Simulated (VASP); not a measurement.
The system is Mg2Be.

```xyz
3
Lattice="-1.7684 2.3313 3.4981 1.7684 -2.3313 3.4981 1.7684 2.3313 -3.4981" Properties=species:S:1:pos:R:3 pbc="T T T"
Mg    0.0000    0.0000    1.4861
Mg    0.0000    0.0000    5.5101
Be    0.0000    2.3313    0.0000
```

* Program: VASP 6.6.1
* Task: relaxation of cell and atoms
* Functional: PBE
* Potentials or basis: VASP PAW PBE potentials, release 64 (Mg, Be)
* Cutoff: 600 eV
* k mesh: 16 × 16 × 16
* Occupations: gaussian, width 0.1 eV
* Spin: no spin polarisation

At the start: pressure 0.0 GPa; volume 19.23 Å³/atom.

Problem. How do energy, volume and symmetry change on relaxing?

Solution. Over 20 steps the energy falls by 16.2 meV/atom and the volume is 18.60 Å³/atom (-3.3 %); space group Immm (No. 71, to 0.1 Å) before and after.

Step by step:
| step | energy change (eV) | largest force (eV/Å) | pressure (GPa) | volume (Å³) |
| --- | --- | --- | --- | --- |
| 1 | 0.0000 | 0.0305 | 0.05 | 57.69 |
| 2 | -0.0025 | 0.0493 | -0.06 | 57.73 |
| 3 | -0.0089 | 0.1028 | -0.37 | 57.86 |
| 4 | -0.0178 | 0.1884 | -0.94 | 58.06 |
| 5 | 0.0003 | 0.2840 | -1.71 | 58.18 |
| 6 | -0.0194 | 0.2053 | -1.08 | 58.09 |
| 7 | -0.0211 | 0.2089 | -1.04 | 57.98 |
| 8 | -0.0260 | 0.2193 | -0.92 | 57.64 |
| 9 | -0.0316 | 0.2363 | -0.64 | 56.93 |
| 10 | -0.0318 | 0.2405 | -0.54 | 56.70 |
| 11 | -0.0356 | 0.2195 | -0.36 | 56.43 |
| 12 | -0.0429 | 0.1483 | 0.23 | 55.63 |
| 13 | -0.0380 | 0.0363 | 1.59 | 54.05 |
| 14 | -0.0443 | 0.0997 | 0.63 | 55.14 |
| 15 | -0.0468 | 0.0583 | 0.35 | 55.43 |
| 16 | -0.0482 | 0.0056 | -0.07 | 55.90 |
| 17 | -0.0482 | 0.0033 | -0.05 | 55.89 |
| 18 | -0.0484 | 0.0038 | -0.04 | 55.86 |
| 19 | -0.0484 | 0.0091 | -0.03 | 55.84 |
| 20 | -0.0485 | 0.0077 | -0.01 | 55.80 |

Final structure:
```yaml
crystal:
  lattice:
    - [-1.59996, 2.36176, 3.69172]
    - [1.59996, -2.36176, 3.69172]
    - [1.59996, 2.36176, -3.69172]
  atoms:
    - { symbol: Mg, position: [0.19920, 0.19920, 0.00000] }
    - { symbol: Mg, position: [0.80080, 0.80080, 0.00000] }
    - { symbol: Be, position: [0.50000, 0.00000, 0.50000] }
```
